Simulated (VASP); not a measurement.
# BN (C2) in VASP: further runs

The runs below take BN through single point, with PBE.

Everything below comes from runs of VASP 6.6.1. Logs are shortened: lines on timing, memory, paths and dates and some standing lists are left out, and cuts for length are marked.

## Step 1: The cell of the first run

Symmetry: C2, No. 5, monoclinic system. Conventional cell: a = 3.459 Å, b = 3.625 Å, c = 2.209 Å, α = 90.00°, β = 126.48°, γ = 90.00°. Within 1.9 Å of B (site symmetry 2) lie 4 N at 1.43 to 1.66 Å. Within 1.9 Å of N (site symmetry 2) lie 4 B at 1.43 to 1.66 Å.

## Step 2: Single point, PBE (engineering shear strain xz -0.2250, normal strain along z -0.0525)

INCAR

```
SYSTEM = BN
ALGO = Normal ; EDIFF = 1E-6
ENCUT = 520 ; GGA = PE
ISIF = 2 ; ISMEAR = 0
LASPH = .True. ; LCHARG = .False.
LREAL = .False. ; LWAVE = .False.
NBANDS = 11 ; NELM = 80
PREC = Accurate ; SIGMA = 0.05
```

KPOINTS

```
k-points
0
Gamma
  12 12 12
  0 0 0
```

POSCAR

```
BN
1.0
   -0.2038943003      1.7172431072      1.8123937807
    1.8123937807     -0.2038943003      1.8123937807
    1.6084994804      1.5133488069      0.0000000000
B N
1 1
Direct
    0.0000000000      0.0000000000      0.0000000000
    0.7500000000      0.7500000000      0.7500000000
```

Potentials or basis: VASP PAW PBE potentials, release 64 (B, N).

Run with:

```console
> cat potpaw_PBE.64/B/POTCAR potpaw_PBE.64/N/POTCAR > POTCAR
> mpirun -np 1 vasp_std > vasp.out
```

OUTCAR:

```text
SYSTEM = BN
   EDIFF = 1E-6
   ENCUT = 520
   GGA = PE
   ISIF = 2
   ISMEAR = 0
   LASPH = .True.
   LREAL = .False.
   NELM = 80
   PREC = Accurate

 ion  position               nearest neighbor table
   1  0.000  0.000  0.000-   2 1.43   2 1.43   2 1.66   2 1.66
   2  0.750  0.750  0.750-   1 1.43   1 1.43   1 1.66   1 1.66

  LATTYP: Found a base centered monoclinic cell.
 ALAT       =     3.4586105736
 B/A-ratio  =     1.0480473254
 C/A-ratio  =     0.6385527213
 COS(beta)  =    -0.5945842054

  Lattice vectors:

 A1 = (   0.2038943003,  -1.7172431072,   1.8123937807)
 A2 = (   0.2038943003,  -1.7172431072,  -1.8123937807)
 A3 = (   1.6084994804,   1.5133488069,   0.0000000000)

Analysis of symmetry for initial positions (statically):
=====================================================================
 Subroutine PRICEL returns:
 Original cell was already a primitive cell.

 Routine SETGRP: Setting up the symmetry group for a
 base centered monoclinic supercell.

 Subroutine GETGRP returns: Found  2 space group operations
 (whereof  2 operations were pure point group operations)
 out of a pool of  4 trial point group operations.

The static configuration has the point symmetry C_2 .

Analysis of symmetry for dynamics (positions and initial velocities):
=====================================================================
 Subroutine PRICEL returns:
 Original cell was already a primitive cell.

 Routine SETGRP: Setting up the symmetry group for a
 base centered monoclinic supercell.

 Subroutine GETGRP returns: Found  2 space group operations
 (whereof  2 operations were pure point group operations)
 out of a pool of  4 trial point group operations.

The dynamic configuration has the point symmetry C_2 .

 Subroutine INISYM returns: Found  2 space group operations
 (whereof  2 operations are pure point group operations),
 and found     1 'primitive' translations

----------------------------------------------------------------------------------------

                                     Primitive cell

  volume of cell :      11.1308

  direct lattice vectors                    reciprocal lattice vectors
    -0.203894300  1.717243107  1.812393781    -0.246413721  0.261906800  0.275878236
     1.812393781 -0.203894300  1.812393781     0.246413721 -0.261906800  0.275878236
     1.608499480  1.513348807  0.000000000     0.312812628  0.328305707 -0.275878236

  length of vectors
     2.505048501  2.571208922  2.208505194     0.453236909  0.453236909  0.530796740

  position of ions in fractional coordinates (direct lattice)
     0.000000000  0.000000000  0.000000000
     0.750000000  0.750000000  0.750000000

  ion indices of the primitive-cell ions
   primitive index   ion index
                 1           1
                 2           2

----------------------------------------------------------------------------------------

 KPOINTS: k-points

Automatic generation of k-mesh.
 Grid dimensions read from file:
 generate k-points for:   12   12   12

 Generating k-lattice:

  Cartesian coordinates                     Fractional coordinates (reciprocal lattice)
    -0.020534477  0.021825567  0.022989853     0.083333333  0.000000000  0.000000000
     0.020534477 -0.021825567  0.022989853     0.000000000  0.083333333  0.000000000
     0.026067719  0.027358809 -0.022989853    -0.000000000  0.000000000  0.083333333

  Length of vectors
     0.037769742  0.037769742  0.044233062

  Shift w.r.t. Gamma in fractional coordinates (k-lattice)
     0.000000000  0.000000000  0.000000000

 Subroutine IBZKPT returns following result:
 ===========================================

 Found    476 irreducible k-points:

 Following reciprocal coordinates:
            Coordinates               Weight
  0.000000  0.000000  0.000000      1.000000
  0.083333 -0.000000  0.000000      4.000000
  0.166667  0.000000  0.000000      4.000000
  0.250000  0.000000 -0.000000      4.000000
  0.333333  0.000000  0.000000      4.000000
  0.416667  0.000000  0.000000      4.000000
[... 16 lines left out ...]
  0.500000  0.166667  0.000000      4.000000
 -0.416667  0.166667  0.000000      4.000000
 [... further k-points ...]
   k-points           NKPTS =    476   k-points in BZ     NKDIM =    476   number of bands    NBANDS=     11
   number of dos      NEDOS =    301   number of ions     NIONS =      2
   total plane-waves  NPLWV =   6400
   dimension x,y,z NGX =    20 NGY =   20 NGZ =   16
   dimension x,y,z NGXF=    40 NGYF=   40 NGZF=   32
   ions per type =               1   1
   NGX,Y,Z   is equivalent  to a cutoff of  13.27, 12.93, 12.04 a.u.
   NGXF,Y,Z  is equivalent  to a cutoff of  26.55, 25.86, 24.09 a.u.
 SYSTEM =  BN
   PREC   = accura    normal or accurate (medium, high low for compatibility)
   ISTART =      0    job   : 0-new  1-cont  2-samecut
   ICHARG =      2    charge: 1-file 2-atom 10-const
   ISPIN  =      1    spin polarized calculation?
   LNONCOLLINEAR =      F non collinear calculations
   LSORBIT =      F    spin-orbit coupling
   LASPH  =      T    aspherical Exc in radial PAW
   ENCUT  =  520.0 eV  38.22 Ry    6.18 a.u.   4.66  4.78  4.11*2*pi/ulx,y,z
   NELM   =     80;   NELMIN=  2; NELMDL= -5     # of ELM steps
   EDIFF  = 0.1E-05   stopping-criterion for ELM
   LREAL  =      F    real-space projection
   EDIFFG = 0.1E-04   stopping-criterion for IOM
   NSW    =      0    number of steps for IOM
   IBRION =     -1    ionic relax: 0-MD 1-quasi-New 2-CG
   NFREE  =      0    steps in history (QN), initial steepest desc. (CG)
   ISIF   =      2    stress and relaxation
   ISYM   =      2    0-nonsym 1-usesym 2-fastsym
   POTIM  = 0.5000    time-step for ionic-motion
   TEBEG  =    0.0;   TEEND  =   0.0 temperature during run
   PSTRESS=    0.0 pullay stress
   NELECT =       8.0000    total number of electrons
   NUPDOWN=      -1.0000    fix difference up-down
   EMIN   =  10.00;   EMAX   =-10.00  energy-range for DOS
   EFERMI =   0.00;   METHOD = LEGACY
   ISMEAR =     0;   SIGMA  =   0.05  broadening in eV -4-tet -1-fermi 0-gaus
   EFERMI_NEDOS =   21; number of points for ismear=-14 and -15
   IALGO  =     38    algorithm
   IMIX   =      4    mixing-type and parameters
     AMIX     =   0.40;   BMIX     =  1.00
     AMIX_MAG =   1.60;   BMIX_MAG =  1.00
  volume/ion in A,a.u.               =       5.57        37.56
  Fermi-wavevector in a.u.,A,eV,Ry     =   1.466434  2.771159 29.258367  2.150429
  Thomas-Fermi vector in A             =   2.582172
   LORBIT       =      0    0 simple, 1 ext, 2 COOP (PROOUT), +10 PAW based schemes
   GGA     = PE    functional components
   LHFCALC =     F    Hartree Fock is set to
   AEXX    =    0.0000 exact exchange contribution
   IVDW    =     0    specifies the selected vdW correction
   LEPSILON=     F    determine dielectric tensor
   LRPA    =     F    only Hartree local field effects (RPA)
 non-spin polarized calculation
 Gauss-broadening in eV      SIGMA  =   0.05
  energy-cutoff  :      520.00
  volume of cell :       11.13
 maximum number of plane-waves:       311
   NGX =  9   NGY =  9   NGZ =  9

 number of electron       7.9999999 magnetization

 Free energy of the ion-electron system (eV)
  ---------------------------------------------------
  ext. energy  EPLUGINS =         0.00000000
  ---------------------------------------------------
  free energy    TOTEN  =       -16.30754064 eV

  energy without entropy =      -16.30754064  energy(sigma->0) =      -16.30754064

 E-fermi :   9.4551     XC(G=0): -13.1017

 val. band max:        9.2465904457   @ k =   0.0000   0.0000   0.0000
 cond. band min:      10.9282201449   @ k =   0.5000   0.5000   0.0000
 fundamental gap:      1.6816296992
 Fermi energy:         9.4550825589

 k-point     1 :       0.0000    0.0000    0.0000
  band No.  band energies     occupation
      1     -12.9062      2.00000
      2       7.3413      2.00000
      3       7.6021      2.00000
      4       9.2466      2.00000
      5      13.6591      0.00000
      6      14.2566      0.00000
      7      21.0139      0.00000
      8      23.8648      0.00000
      9      33.4165      0.00000
     10      35.4103      0.00000
     11      36.5319      0.00000

 k-point     2 :       0.0833   -0.0000    0.0000
  band No.  band energies     occupation
      1     -12.7595      2.00000
      2       6.1754      2.00000
      3       7.4624      2.00000
      4       9.1264      2.00000
      5      14.0133      0.00000
      6      15.2666      0.00000
      7      21.1863      0.00000
      8      23.9261      0.00000
      9      32.3682      0.00000
     10      35.2411      0.00000
     11      36.7920      0.00000

 k-point     3 :       0.1667    0.0000    0.0000
  band No.  band energies     occupation
      1     -12.3265      2.00000
      2       3.8122      2.00000
      3       7.2102      2.00000
      4       8.8277      2.00000
      5      14.5805      0.00000
      6      17.3744      0.00000
      7      21.6109      0.00000
      8      24.1059      0.00000
      9      31.0075      0.00000
     10      34.9019      0.00000
     11      36.5426      0.00000
[... 267 lines left out ...]
 k-point    23 :       0.5000    0.1667    0.0000
  band No.  band energies     occupation
      1      -9.1192      2.00000
      2      -2.6804      2.00000
      3       4.2196      2.00000
      4       7.2609      2.00000
      5      17.0545      0.00000
      6      21.2387      0.00000
      7      23.3990      0.00000
      8      24.7031      0.00000
      9      28.5446      0.00000
     10      35.9806      0.00000
     11      39.6235      0.00000

 k-point    24 :      -0.4167    0.1667    0.0000
  band No.  band energies     occupation
      1      -9.1263      2.00000
      2      -2.6489      2.00000
      3       3.7155      2.00000
      4       7.4139      2.00000
      5      17.8714      0.00000
      6      21.8069      0.00000
      7      23.4017      0.00000
      8      24.8819      0.00000
      9      28.7949      0.00000
     10      35.3478      0.00000
     11      38.4565      0.00000

 [... further k-points ...]

------------------------ aborting loop because EDIFF is reached ----------------------------------------

  FORCE on cell =-STRESS in cart. coord.  units (eV):
  Direction    XX          YY          ZZ          XY          YZ          ZX
  --------------------------------------------------------------------------------------
  -------------------------------------------------------------------------------------
  Total        3.5836868      5.4420616      1.5297993      8.8973229      0.0000000      0.0000000
  in kB      515.8386864    783.3346262    220.2005125   1280.6876408      0.0000000      0.0000000
  external PRESSURE =     506.4579417 kB  Pullay stress =       0.0000000 kB

 VOLUME and BASIS-vectors are now :
 -----------------------------------------------------------------------------
  energy-cutoff  :      520.00
  volume of cell :       11.13
      direct lattice vectors                 reciprocal lattice vectors
    -0.203894300  1.717243107  1.812393781    -0.246413721  0.261906800  0.275878236
     1.812393781 -0.203894300  1.812393781     0.246413721 -0.261906800  0.275878236
     1.608499480  1.513348807  0.000000000     0.312812628  0.328305707 -0.275878236

 POSITION                                       TOTAL-FORCE (eV/Angst)
 -----------------------------------------------------------------------------------
      0.00000      0.00000      0.00000        -0.000000      0.000000      1.143971
      2.41275      2.27002      2.71859         0.000000     -0.000000     -1.143971
 -----------------------------------------------------------------------------------
    total drift:                                0.000002      0.000001     -0.000272

  FREE ENERGIE OF THE ION-ELECTRON SYSTEM (eV)
  ---------------------------------------------------
  free  energy   TOTEN  =       -16.3075406437 eV

  energy  without entropy=      -16.3075406437  energy(sigma->0) =      -16.30754064
```

Run time: 27 s. Hardware: 1 thread of Intel Xeon Platinum 8488C (Sapphire Rapids), shared host; peak memory 0.16 GiB.

Results:

```yaml
Free_energy: -16.3075 eV
Pressure: 50.6 GPa
Largest_force: 1.144 eV/Å
Band_gap_on_the_k_mesh: 1.68 eV (least direct gap 4.41 eV)
```

Forces on the atoms (eV/Å):
```
B    0.000  0.000  1.144
N    0.000  0.000 -1.144
```

Caveat: the cell differs from its parent crystal (engineering shear strain xz -0.2250, normal strain along z -0.0525); the cell stands under pressure; forces of over 1 eV/Å act on the atoms, so gaps and moduli don't describe the material at rest. A k mesh can miss the band edges.

## Step 3: Single point, PBE (engineering shear strain xz -0.2250, normal strain along z -0.0350)

INCAR

```
SYSTEM = BN
  PREC = Accurate
  ENCUT = 520
  EDIFF = 1E-6
  ISMEAR = 0
  SIGMA = 0.05
  LREAL = .FALSE.
  LASPH = .TRUE.
  NELM = 80
  ALGO = Normal
  ISIF = 2
  LWAVE = .FALSE.
  LCHARG = .FALSE.
  GGA = PE
  NBANDS = 11
```

KPOINTS

```
regular mesh
0
G
  12 12 12
  0 0 0
```

POSCAR

```
BN
1.0
   -0.2038943003      1.7489599984      1.8123937807
    1.8123937807     -0.2038943003      1.8123937807
    1.6084994804      1.5450656980      0.0000000000
B N
1 1
Direct
    0.0000000000      0.0000000000      0.0000000000
    0.7500000000      0.7500000000      0.7500000000
```

Potentials or basis: VASP PAW PBE potentials, release 64 (B, N).

Run with:

```console
> cat potpaw_PBE.64/B/POTCAR potpaw_PBE.64/N/POTCAR > POTCAR
> mpirun -np 1 vasp_std > vasp.out
```

Wall time 30 s (1 thread of Intel Xeon Platinum 8488C (Sapphire Rapids), shared host); peak memory 0.16 GiB.

The run converged. Its results:

```yaml
Free_energy: -16.4176 eV
Pressure: 41.1 GPa
Largest_force: 0.939 eV/Å
Band_gap_on_the_k_mesh: 1.73 eV (least direct gap 4.43 eV)
```

Forces in eV/Å, atoms in the order of the input:
```
B    0.000  0.000  0.939
N    0.000  0.000 -0.939
```

Stress tensor (GPa, compression positive):
```
 44.32 120.36   0.00
120.36  62.41   0.00
  0.00   0.00  16.48
```

Levels at points of the mesh, in eV from the valence-band top:
| k point | band 1 | band 2 | band 3 | band 4 | band 5 | band 6 | band 7 | band 8 |
| --- | --- | --- | --- | --- | --- | --- | --- | --- |
| (0.00, 0.00, 0.00) | -21.81 | -1.71 | -1.48 | 0.00 | 4.43 | 5.14 | 11.68 | 14.39 |
| (0.50, 0.00, 0.00) | -18.41 | -12.33 | -2.51 | -1.44 | 6.93 | 12.67 | 13.40 | 15.27 |
| (0.50, 0.50, 0.00) | -16.54 | -10.35 | -7.91 | -3.28 | 1.73 | 12.26 | 17.22 | 18.27 |
| (0.00, 0.00, 0.50) | -16.36 | -11.66 | -4.29 | -3.11 | 6.98 | 8.32 | 10.73 | 14.86 |
| (0.50, 0.00, 0.50) | -15.49 | -10.03 | -6.20 | -5.92 | 3.20 | 8.09 | 14.99 | 16.13 |
| (0.00, 0.50, 0.50) | -15.91 | -10.48 | -5.70 | -5.49 | 3.85 | 8.95 | 14.88 | 15.88 |

Caveat: the cell differs from its parent crystal (engineering shear strain xz -0.2250, normal strain along z -0.0350); the cell stands under pressure.

## Step 4: Single point, PBE (engineering shear strain xz -0.1500, normal strain along z -0.0350)

INCAR

```
ALGO = Normal
EDIFF = 1E-6
ENCUT = 520
GGA = PE
ISIF = 2
ISMEAR = 0
LASPH = T
LCHARG = T
LELF = T
LREAL = F
LVHAR = T
LWAVE = F
NBANDS = 11
NELM = 100
PREC = Accurate
SIGMA = 0.05
```

KPOINTS

```
k-points
0
Gamma
  12 12 12
```

POSCAR

```
BN
1.0
   -0.1359295336      1.7489599984      1.8123937807
    1.8123937807     -0.1359295336      1.8123937807
    1.6764642471      1.6130304648      0.0000000000
B N
1 1
Direct
    0.0000000000      0.0000000000      0.0000000000
    0.7500000000      0.7500000000      0.7500000000
```

Potentials or basis: VASP PAW PBE potentials, release 64 (B, N).

Run with:

```console
> cat potpaw_PBE.64/B/POTCAR potpaw_PBE.64/N/POTCAR > POTCAR
> mpirun -np 1 vasp_std > vasp.out
```

OUTCAR:

```text
EDIFF = 1E-6
   ENCUT = 520
   GGA = PE
   ISIF = 2
   ISMEAR = 0
   LASPH = T
   LREAL = F
   NELM = 100
   PREC = Accurate

 ion  position               nearest neighbor table
   1  0.000  0.000  0.000-   2 1.47   2 1.47   2 1.63   2 1.63
   2  0.750  0.750  0.750-   1 1.47   1 1.47   1 1.63   1 1.63

  LATTYP: Found a base centered monoclinic cell.
 ALAT       =     3.5084685628
 B/A-ratio  =     1.0331537811
 C/A-ratio  =     0.6630974217
 COS(beta)  =    -0.6354201545

  Lattice vectors:

[... 522 lines left out ...]

------------------------ aborting loop because EDIFF is reached ----------------------------------------

  FORCE on cell =-STRESS in cart. coord.  units (eV):
  Direction    XX          YY          ZZ          XY          YZ          ZX
  --------------------------------------------------------------------------------------
  -------------------------------------------------------------------------------------
  Total        1.6746903      3.0953891      0.8023507      5.5508771      0.0000000      0.0000000
  in kB      234.8924214    434.1599464    112.5378852    778.5672179      0.0000000      0.0000000
  external PRESSURE =     260.5300844 kB  Pullay stress =       0.0000000 kB

 VOLUME and BASIS-vectors are now :
 -----------------------------------------------------------------------------
  energy-cutoff  :      520.00
  volume of cell :       11.42
      direct lattice vectors                 reciprocal lattice vectors
    -0.135929534  1.748959998  1.812393781    -0.255928735  0.265993349  0.275878236
     1.812393781 -0.135929534  1.812393781     0.255928735 -0.265993349  0.275878236
     1.676464247  1.613030465  0.000000000     0.299062792  0.309127405 -0.275878236

 POSITION                                       TOTAL-FORCE (eV/Angst)
 -----------------------------------------------------------------------------------
      0.00000      0.00000      0.00000        -0.000000     -0.000000      0.540753
      2.51470      2.41955      2.71859         0.000000      0.000000     -0.540753
 -----------------------------------------------------------------------------------
    total drift:                                0.000002      0.000001     -0.000157

  FREE ENERGIE OF THE ION-ELECTRON SYSTEM (eV)
  ---------------------------------------------------
  free  energy   TOTEN  =       -16.9813918851 eV

  energy  without entropy=      -16.9813918851  energy(sigma->0) =      -16.98139189
```

stdout:

```text
POSCAR found type information on POSCAR B N
 POSCAR found :  2 types and       2 ions
 scaLAPACK will be used
 LDA part: xc-table for (Slater+PW92), standard interpolation
 POSCAR, INCAR and KPOINTS ok, starting setup
 FFT: planning ... GRIDC
 FFT: planning ... GRID_SOFT
 FFT: planning ... GRID
 WAVECAR not read
 entering main loop
```

It took 28 s on 1 thread of Intel Xeon Platinum 8488C (Sapphire Rapids), shared host; peak memory 0.16 GiB.

What came out:

```yaml
Free_energy: -16.9814 eV
Pressure: 26.1 GPa
Largest_force: 0.541 eV/Å
Band_gap_on_the_k_mesh: 3.02 eV (least direct gap 6.19 eV)
```

Forces in eV/Å, atoms in the order of the input:
```
B    0.000  0.000  0.541
N    0.000  0.000 -0.541
```

Caveat: the cell differs from its parent crystal (engineering shear strain xz -0.1500, normal strain along z -0.0350); the cell stands under pressure.

## Step 5: Summary

| cell | gap on the mesh (eV) | pressure (GPa) | largest force (eV/Å) |
| --- | --- | --- | --- |
| a = 2.505, b = 2.571, c = 2.209 Å, angles 62.7, 65.8, 66.5°, 2 atoms | 1.68 | 50.6 | 1.14 |
| a = 2.527, b = 2.571, c = 2.230 Å, angles 63.0, 65.1, 66.8°, 2 atoms | 1.73 | 41.1 | 0.94 |
| a = 2.522, b = 2.567, c = 2.326 Å, angles 61.8, 63.8, 64.4°, 2 atoms | 3.02 | 26.1 | 0.54 |

Alike in all rows: task single point; level PBE; potentials or basis VASP PAW PBE potentials, release 64 (B, N); no spin polarisation; k mesh 12 × 12 × 12; cutoff (eV) 520; smearing gaussian 0.05 eV.

Caveats: the cell stands under pressure; forces of over 1 eV/Å act on the atoms, so gaps and moduli don't describe the material at rest (at least some runs).

Absolute energies hang on the potentials; compare differences alone.
